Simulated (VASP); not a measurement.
# NaB3 (Pmmn) in VASP: a series of runs

Runs on NaB3. Level: PBE. Tasks: relaxation of cell and atoms, single point.

All numbers are computed with VASP 6.6.1; they aren't measurements. Logs are shortened: lines on timing, memory, paths and dates and some standing lists are left out, and cuts for length are marked.

**1. The cell of the first run**

The structure is orthorhombic, space group Pmmn (No. 59). Conventional cell: a = 3.876 Å, b = 4.821 Å, c = 4.078 Å, α = 90.00°, β = 90.00°, γ = 90.00°. Na (site symmetry mm2) has 12 B at 2.36 to 2.41 Å within 3.1 Å. B (site symmetry m) has 4 Na at 2.36 to 2.38 Å and 8 B at 2.36 to 2.41 Å within 3.1 Å. Within 3.1 Å of B (site symmetry mm2) lie 8 B at 2.36 to 2.38 Å and 4 Na at 2.38 to 2.41 Å.

**2. Relaxation of cell and atoms, PBE**

Input file INCAR:

```
SYSTEM = NaB3
PREC     = Accurate       ! precision mode
ENCUT    = 600            ! plane-wave cutoff, eV
EDIFF    = 1E-6           ! SCF threshold, eV
ISMEAR   = 0              ! smearing method
SIGMA    = 0.1            ! smearing width, eV
LREAL    = .FALSE.        ! projectors in reciprocal space
LASPH    = .TRUE.         ! aspherical terms in the spheres
NELM     = 80             ! most SCF steps
ALGO     = Normal         ! electronic algorithm
ISIF     = 3              ! what is computed and relaxed
LWAVE    = .FALSE.        ! write WAVECAR
LCHARG   = .FALSE.        ! write CHGCAR
GGA      = PE             ! functional
IBRION   = 2              ! ionic algorithm
NSW      = 90             ! ionic steps
EDIFFG   = -0.04          ! ionic threshold
```

Input file KPOINTS:

```
regular mesh
0
G
  4 4 4
  0 0 0
```

Input file POSCAR:

```
NaB3
1.0
    3.8755986903      0.0000000000      0.0000000000
    0.0000000000      4.8208446856      0.0000000000
    0.0000000000      0.0000000000      4.0783444948
Na B
2 6
Direct
    0.0000000000      0.0000000000      0.6700000000
    0.5000000000      0.5000000000      0.3300000000
    0.0000000000      0.2500000000      0.1670000000
    0.0000000000      0.7500000000      0.1670000000
    0.5000000000      0.7500000000      0.8330000000
    0.5000000000      0.2500000000      0.8330000000
    0.5000000000      0.0000000000      0.3300000000
    0.0000000000      0.5000000000      0.6700000000
```

Potentials or basis: VASP PAW PBE potentials, release 64 (Na_pv, B).

Run with:

```bash
> cat potpaw_PBE.64/Na_pv/POTCAR potpaw_PBE.64/B/POTCAR > POTCAR
> mpirun -np 1 vasp_std > vasp.out
```

OUTCAR:

```text
SYSTEM = NaB3
   PREC = Accurate
   ENCUT = 600
   EDIFF = 1E-6
   ISMEAR = 0
   LREAL = .FALSE.
   LASPH = .TRUE.
   NELM = 80
   ISIF = 3
   GGA = PE
   IBRION = 2
   NSW = 90
   EDIFFG = -0.04

 ion  position               nearest neighbor table
   1  0.000  0.000  0.670-   3 2.36   4 2.36   5 2.38   6 2.38   5 2.38   6 2.38   3 2.38   4 2.38
                             7 2.38   7 2.38   8 2.41   8 2.41
   2  0.500  0.500  0.330-   5 2.36   6 2.36   3 2.38   4 2.38   3 2.38   4 2.38   5 2.38   6 2.38
                             8 2.38   8 2.38   7 2.41   7 2.41
   3  0.000  0.250  0.167-   1 2.36   2 2.38   2 2.38   1 2.38
   4  0.000  0.750  0.167-   1 2.36   2 2.38   2 2.38   1 2.38
   5  0.500  0.750  0.833-   2 2.36   1 2.38   1 2.38   2 2.38
   6  0.500  0.250  0.833-   2 2.36   1 2.38   1 2.38   2 2.38
   7  0.500  0.000  0.330-   1 2.38   1 2.38   2 2.41   2 2.41
   8  0.000  0.500  0.670-   2 2.38   2 2.38   1 2.41   1 2.41

  LATTYP: Found a simple orthorhombic cell.
 ALAT       =     3.8755986903
 B/A-ratio  =     1.0523134155
 C/A-ratio  =     1.2438967682

  Lattice vectors:

 A1 = (  -3.8755986903,   0.0000000000,   0.0000000000)
 A2 = (   0.0000000000,   0.0000000000,   4.0783444948)
 A3 = (   0.0000000000,   4.8208446856,   0.0000000000)

Analysis of symmetry for initial positions (statically):
=====================================================================
 Subroutine PRICEL returns:
 Original cell was already a primitive cell.

 Routine SETGRP: Setting up the symmetry group for a
 simple orthorhombic supercell.

 Subroutine GETGRP returns: Found  8 space group operations
 (whereof  4 operations were pure point group operations)
 out of a pool of  8 trial point group operations.

The static configuration has the point symmetry C_2v.
 The point group associated with its full space group is D_2h.

Analysis of symmetry for dynamics (positions and initial velocities):
=====================================================================
 Subroutine PRICEL returns:
 Original cell was already a primitive cell.

 Routine SETGRP: Setting up the symmetry group for a
 simple orthorhombic supercell.

 Subroutine GETGRP returns: Found  8 space group operations
 (whereof  4 operations were pure point group operations)
 out of a pool of  8 trial point group operations.

The dynamic configuration has the point symmetry C_2v.
 The point group associated with its full space group is D_2h.

 Subroutine INISYM returns: Found  8 space group operations
 (whereof  4 operations are pure point group operations),
 and found     1 'primitive' translations

----------------------------------------------------------------------------------------

                                     Primitive cell

  volume of cell :      76.1984

  direct lattice vectors                    reciprocal lattice vectors
     3.875598690  0.000000000  0.000000000     0.258024651  0.000000000  0.000000000
     0.000000000  4.820844686  0.000000000     0.000000000  0.207432528  0.000000000
     0.000000000  0.000000000  4.078344495     0.000000000  0.000000000  0.245197531

  length of vectors
     3.875598690  4.820844686  4.078344495     0.258024651  0.207432528  0.245197531

  position of ions in fractional coordinates (direct lattice)
     0.000000000  0.000000000  0.670000000
     0.500000000  0.500000000  0.330000000
     0.000000000  0.250000000  0.167000000
     0.000000000  0.750000000  0.167000000
     0.500000000  0.750000000  0.833000000
     0.500000000  0.250000000  0.833000000
     0.500000000  0.000000000  0.330000000
     0.000000000  0.500000000  0.670000000

  ion indices of the primitive-cell ions
   primitive index   ion index
                 1           1
                 2           2
                 3           3
                 4           4
                 5           5
                 6           6
                 7           7
                 8           8

----------------------------------------------------------------------------------------

 KPOINTS: regular mesh

Automatic generation of k-mesh.
 Grid dimensions read from file:
 generate k-points for:    4    4    4

 Generating k-lattice:

  Cartesian coordinates                     Fractional coordinates (reciprocal lattice)
     0.064506163  0.000000000  0.000000000     0.250000000  0.000000000  0.000000000
     0.000000000  0.051858132  0.000000000     0.000000000  0.250000000  0.000000000
     0.000000000  0.000000000  0.061299383     0.000000000  0.000000000  0.250000000

  Length of vectors
     0.064506163  0.051858132  0.061299383

  Shift w.r.t. Gamma in fractional coordinates (k-lattice)
     0.000000000  0.000000000  0.000000000

 Subroutine IBZKPT returns following result:
 ===========================================

 Found     27 irreducible k-points:

 Following reciprocal coordinates:
            Coordinates               Weight
  0.000000  0.000000  0.000000      1.000000
  0.250000  0.000000  0.000000      2.000000
  0.500000  0.000000  0.000000      1.000000
  0.000000  0.250000  0.000000      2.000000
  0.250000  0.250000  0.000000      4.000000
  0.500000  0.250000  0.000000      2.000000
[... 16 lines left out ...]
  0.250000  0.250000  0.500000      4.000000
  0.500000  0.250000  0.500000      2.000000
 [... further k-points ...]
   k-points           NKPTS =     27   k-points in BZ     NKDIM =     27   number of bands    NBANDS=     21
   number of dos      NEDOS =    301   number of ions     NIONS =      8
   total plane-waves  NPLWV =  46080
   dimension x,y,z NGX =    32 NGY =   40 NGZ =   36
   dimension x,y,z NGXF=    64 NGYF=   80 NGZF=   72
   ions per type =               2   6
   NGX,Y,Z   is equivalent  to a cutoff of  13.73, 13.79, 14.67 a.u.
   NGXF,Y,Z  is equivalent  to a cutoff of  27.45, 27.59, 29.35 a.u.
 SYSTEM =  NaB3
   PREC   = accura    normal or accurate (medium, high low for compatibility)
   ISTART =      0    job   : 0-new  1-cont  2-samecut
   ICHARG =      2    charge: 1-file 2-atom 10-const
   ISPIN  =      1    spin polarized calculation?
   LNONCOLLINEAR =      F non collinear calculations
   LSORBIT =      F    spin-orbit coupling
   LASPH  =      T    aspherical Exc in radial PAW
   ENCUT  =  600.0 eV  44.10 Ry    6.64 a.u.   7.74  9.63  8.15*2*pi/ulx,y,z
   NELM   =     80;   NELMIN=  2; NELMDL= -5     # of ELM steps
   EDIFF  = 0.1E-05   stopping-criterion for ELM
   LREAL  =      F    real-space projection
   EDIFFG = -.4E-01   stopping-criterion for IOM
   NSW    =     90    number of steps for IOM
   IBRION =      2    ionic relax: 0-MD 1-quasi-New 2-CG
   NFREE  =      1    steps in history (QN), initial steepest desc. (CG)
   ISIF   =      3    stress and relaxation
   ISYM   =      2    0-nonsym 1-usesym 2-fastsym
   POTIM  = 0.5000    time-step for ionic-motion
   TEBEG  =    0.0;   TEEND  =   0.0 temperature during run
   PSTRESS=    0.0 pullay stress
   NELECT =      32.0000    total number of electrons
   NUPDOWN=      -1.0000    fix difference up-down
   EMIN   =  10.00;   EMAX   =-10.00  energy-range for DOS
   EFERMI =   0.00;   METHOD = LEGACY
   ISMEAR =     0;   SIGMA  =   0.10  broadening in eV -4-tet -1-fermi 0-gaus
   EFERMI_NEDOS =   21; number of points for ismear=-14 and -15
   IALGO  =     38    algorithm
   IMIX   =      4    mixing-type and parameters
     AMIX     =   0.40;   BMIX     =  1.00
     AMIX_MAG =   1.60;   BMIX_MAG =  1.00
  volume/ion in A,a.u.               =       9.52        64.28
  Fermi-wavevector in a.u.,A,eV,Ry     =   1.225960  2.316728 20.449247  1.502977
  Thomas-Fermi vector in A             =   2.360978
   LORBIT       =      0    0 simple, 1 ext, 2 COOP (PROOUT), +10 PAW based schemes
   GGA     = PE    functional components
   LHFCALC =     F    Hartree Fock is set to
   AEXX    =    0.0000 exact exchange contribution
   IVDW    =     0    specifies the selected vdW correction
   LEPSILON=     F    determine dielectric tensor
   LRPA    =     F    only Hartree local field effects (RPA)
 conjugate gradient relaxation of ions
 non-spin polarized calculation
 Gauss-broadening in eV      SIGMA  =   0.10
  energy-cutoff  :      600.00
  volume of cell :       76.20
 maximum number of plane-waves:      2556
 NGX is ok and might be reduce to    32
   NGX = 15   NGY = 19   NGZ = 17

--------------------------------------- Ionic step        1  -------------------------------------------

 number of electron      32.0000015 magnetization

 Free energy of the ion-electron system (eV)
  ---------------------------------------------------
  ext. energy  EPLUGINS =         0.00000000
  ---------------------------------------------------
  free energy    TOTEN  =       -27.66075654 eV

  energy without entropy =      -27.64312549  energy(sigma->0) =      -27.65194101

------------------------ aborting loop because EDIFF is reached ----------------------------------------

  FORCE on cell =-STRESS in cart. coord.  units (eV):
  Direction    XX          YY          ZZ          XY          YZ          ZX
  --------------------------------------------------------------------------------------
  -------------------------------------------------------------------------------------
  Total       -3.4529405      1.2104517     -2.1912367      0.0000000      0.0000000      0.0000000
  in kB      -72.6028766     25.4514316    -46.0737985      0.0000000      0.0000000      0.0000000
  external PRESSURE =     -31.0750812 kB  Pullay stress =       0.0000000 kB
[... 107 lines left out ...]
  FREE ENERGIE OF THE ION-ELECTRON SYSTEM (eV)
  ---------------------------------------------------
  free  energy   TOTEN  =       -29.9369310808 eV

  energy  without entropy=      -29.9159025840  energy(sigma->0) =      -29.92641683

 E-fermi :   4.4741     XC(G=0): -10.0219

 val. band max:        4.4704342960   @ k =   0.2500   0.5000   0.0000
 cond. band min:       4.5654828910   @ k =   0.2500   0.5000   0.2500
 fundamental gap:      0.0950485950
 Fermi energy:         4.4740525121

 k-point     1 :       0.0000    0.0000    0.0000
  band No.  band energies     occupation
      1     -19.9444      2.00000
      2     -19.8773      2.00000
      3     -19.8638      2.00000
      4     -19.8590      2.00000
      5     -19.8559      2.00000
      6     -19.8425      2.00000
[... 565 lines left out ...]
     20       6.8890      0.00000
     21      10.7311      0.00000

 [... further k-points ...]

[... ionic steps 4 to 40 ...]

--------------------------------------- Ionic step       41  -------------------------------------------

 number of electron      31.9999996 magnetization

------------------------ aborting loop because EDIFF is reached ----------------------------------------
[... 79 lines left out ...]
--------------------------------------- Ionic step       43  -------------------------------------------

 number of electron      31.9999973 magnetization

 Free energy of the ion-electron system (eV)
  ---------------------------------------------------
  ext. energy  EPLUGINS =         0.00000000
  ---------------------------------------------------
  free energy    TOTEN  =       -38.54785425 eV

  energy without entropy =      -38.54211565  energy(sigma->0) =      -38.54498495

 E-fermi :   4.4494     XC(G=0):  -9.9064

 val. band max:        4.4331877157   @ k =   0.0000   0.0000   0.2500
 cond. band min:       4.5492041618   @ k =   0.0000   0.5000   0.2500
 fundamental gap:      0.1160164461
 Fermi energy:         4.4494105105

 k-point     1 :       0.0000    0.0000    0.0000
  band No.  band energies     occupation
      1     -20.2405      2.00000
      2     -20.1507      2.00000
      3     -20.1493      2.00000
      4     -20.1490      2.00000
      5     -20.1389      2.00000
      6     -20.1353      2.00000
[... 602 lines left out ...]
  FREE ENERGIE OF THE ION-ELECTRON SYSTEM (eV)
  ---------------------------------------------------
  free  energy   TOTEN  =       -38.5478542513 eV

  energy  without entropy=      -38.5421156542  energy(sigma->0) =      -38.54498495

 reached required accuracy - stopping structural energy minimisation
```

It took 14 min on 1 thread of Intel Xeon Platinum 8488C (Sapphire Rapids), shared host; peak memory 0.21 GiB.

What came out:

* Free energy: -38.5479 eV
* Relaxed volume: 10.96 Å³/atom
* Relaxed cell: a = 2.988 Å, b = 5.853 Å, c = 5.014 Å, α = 90.00°, β = 90.00°, γ = 90.00°
* Space group after relaxing (to 0.1 Å): Pmmn (No. 59)
* Energy gained by relaxing: 1360.9 meV/atom
* Ionic steps: 43
* Pressure after relaxing: 0.1 GPa
* Largest force after relaxing: 0.037 eV/Å
* Band gap on the k mesh: zero (bands 16 and 17 overlap by 3.74 eV)

Forces in eV/Å, atoms in the order of the input:
```
Na   0.000  0.000  0.015
Na   0.000  0.000 -0.015
B    0.000 -0.028 -0.024
B    0.000  0.028 -0.024
B    0.000 -0.028  0.024
B    0.000  0.028  0.024
B    0.000  0.000 -0.001
B    0.000  0.000  0.001
```

Step by step:
```tsv
step	energy change (eV)	largest force (eV/Å)	pressure (GPa)	volume (Å³)
1	0.0000	1.9248	-3.11	76.20
3	-2.2762	2.7758	7.95	68.09
5	-2.7338	2.0233	18.77	64.53
7	-2.8871	2.4579	29.19	62.27
9	-3.3337	2.7960	33.30	62.12
11	-3.8059	5.4031	61.64	61.02
13	-4.4965	4.4720	49.66	62.27
15	-5.0097	5.7757	38.72	69.11
17	-6.7244	4.2420	33.44	68.09
19	-9.3429	2.0739	-7.00	85.56
21	-10.5451	0.8196	-0.28	85.66
23	-10.6514	0.8107	3.30	85.59
25	-10.7854	0.2997	0.73	88.24
27	-10.8179	0.1101	-1.26	89.64
29	-10.8293	0.1472	0.13	88.87
31	-10.8372	0.1589	0.05	88.66
33	-10.8480	0.1850	-0.38	88.53
35	-10.8514	0.2310	-0.71	88.41
37	-10.8659	0.2072	0.02	87.60
39	-10.8792	0.1028	0.94	87.17
41	-10.8841	0.0868	-0.29	87.84
43	-10.8871	0.0371	0.06	87.68
```

Final structure:
```xyz
8
Lattice="2.9876 0.0000 0.0000 0.0000 5.8525 0.0000 0.0000 0.0000 5.0144" Properties=species:S:1:pos:R:3 pbc="T T T"
Na    0.0000    0.0000    2.8075
Na    1.4938    2.9263    2.2069
B     0.0000    1.2967    0.3010
B     0.0000    4.5559    0.3010
B     1.4938    4.2229    4.7134
B     1.4938    1.6296    4.7134
B     1.4938    0.0000    0.2235
B     0.0000    2.9263    4.7909
```

Levels at points of the mesh, in eV from the Fermi level:
```tsv
k point	band 12	band 13	band 14	band 15	band 16	band 17	band 18	band 19	band 20	band 21
(0.00, 0.00, 0.00)	-4.91	-3.12	-3.02	-2.85	-0.85	1.10	1.35	3.03	3.20	3.46
(0.50, 0.00, 0.00)	-7.14	-2.86	-2.86	-0.19	-0.19	0.81	0.81	0.85	0.85	4.01
(0.00, 0.50, 0.00)	-5.26	-4.49	-4.49	-0.91	-0.91	1.73	1.73	4.27	4.27	4.37
(0.50, 0.50, 0.00)	-5.82	-2.56	-2.56	-1.52	-1.52	-0.86	-0.86	1.65	1.65	4.62
(0.00, 0.00, 0.50)	-4.97	-3.52	-3.11	-2.89	1.34	2.34	2.41	3.31	3.33	3.67
(0.50, 0.00, 0.50)	-7.10	-3.43	-3.43	-0.49	-0.49	0.73	0.73	1.30	1.30	5.04
(0.00, 0.50, 0.50)	-6.00	-4.48	-4.48	0.83	0.83	3.05	3.05	3.63	3.63	4.19
(0.50, 0.50, 0.50)	-5.80	-2.99	-2.99	-1.58	-1.58	-1.46	-1.46	2.89	2.89	6.34
```

Caveat: the k points lie up to 0.53 Å⁻¹ apart in the final cell, too coarse for converged energies and pressures of a metal; the volume moved by over 15 % at a fixed basis, so the end points are rough.

**3. Single point, PBE**

This run uses another cell than the first one, of 10.44 Å³/atom.

Input file INCAR:

```
PREC = Accurate
ENCUT = 520
EDIFF = 1E-7
ISMEAR = 0
SIGMA = 0.1
LREAL = False
LASPH = True
NELM = 80
ALGO = Normal
ISIF = 2
LWAVE = False
LCHARG = False
GGA = PE
NBANDS = 26
```

Input file KPOINTS:

```
Automatic mesh
0
Gamma
  12 8 6
```

Input file POSCAR:

```
NaB3
1.0
    2.9633157718      0.0000000000      0.0000000000
    0.0000000000      4.9086175454      0.0000000000
    0.0000000000      0.0000000000      5.7436061592
Na B
2 6
Direct
    0.0000000000      0.0000000000      0.5880523579
    0.5000000000      0.5000000000      0.4119476421
    0.0000000000      0.1656475998      0.1052314535
    0.0000000000      0.8343524002      0.1052314535
    0.5000000000      0.6656475998      0.8947685465
    0.5000000000      0.3343524002      0.8947685465
    0.5000000000      0.0000000000      0.9669602894
    0.0000000000      0.5000000000      0.0330397106
```

Potentials or basis: VASP PAW PBE potentials, release 64 (Na_pv, B).

Run with:

```bash
> cat potpaw_PBE.64/Na_pv/POTCAR potpaw_PBE.64/B/POTCAR > POTCAR
> mpirun -np 1 vasp_std > vasp.out
```

Run time: 3.6 min. Hardware: 1 thread of Intel Xeon Platinum 8488C (Sapphire Rapids), shared host; peak memory 0.34 GiB.

Results (log left out):

- Free energy: -40.8171 eV
- Pressure: 0.0 GPa
- Largest force: 0.008 eV/Å
- Band gap on the k mesh: zero (bands 16 and 17 overlap by 0.76 eV)

Forces on the atoms (eV/Å):
```
Na   0.000  0.000 -0.003
Na   0.000  0.000  0.003
B    0.000  0.007 -0.002
B    0.000 -0.007 -0.002
B    0.000  0.007  0.002
B    0.000 -0.007  0.002
B    0.000  0.000  0.002
B    0.000  0.000 -0.002
```

Levels at points of the mesh, in eV from the Fermi level:
| k point | band 14 | band 15 | band 16 | band 17 | band 18 | band 19 |
| --- | --- | --- | --- | --- | --- | --- |
| (0.00, 0.00, 0.00) | -3.35 | -0.68 | 0.58 | 0.85 | 1.22 | 1.30 |
| (0.50, 0.00, 0.00) | -5.10 | -1.17 | -1.17 | 0.45 | 0.45 | 1.74 |
| (0.00, 0.50, 0.00) | -3.99 | -2.94 | -2.94 | 1.99 | 1.99 | 3.89 |
| (0.50, 0.50, 0.00) | -4.27 | -3.31 | -3.31 | 1.74 | 1.74 | 2.93 |
| (0.00, 0.00, 0.50) | -2.58 | -0.69 | -0.31 | 0.44 | 1.23 | 1.85 |
| (0.50, 0.00, 0.50) | -5.32 | -1.05 | -1.05 | 0.23 | 0.23 | 3.19 |
| (0.00, 0.50, 0.50) | -3.99 | -1.33 | -1.33 | 0.83 | 0.83 | 2.66 |
| (0.50, 0.50, 0.50) | -4.41 | -3.53 | -3.53 | 2.82 | 2.82 | 3.80 |

The gap in the log of VASP goes by the Fermi energy; the results here count the filled bands.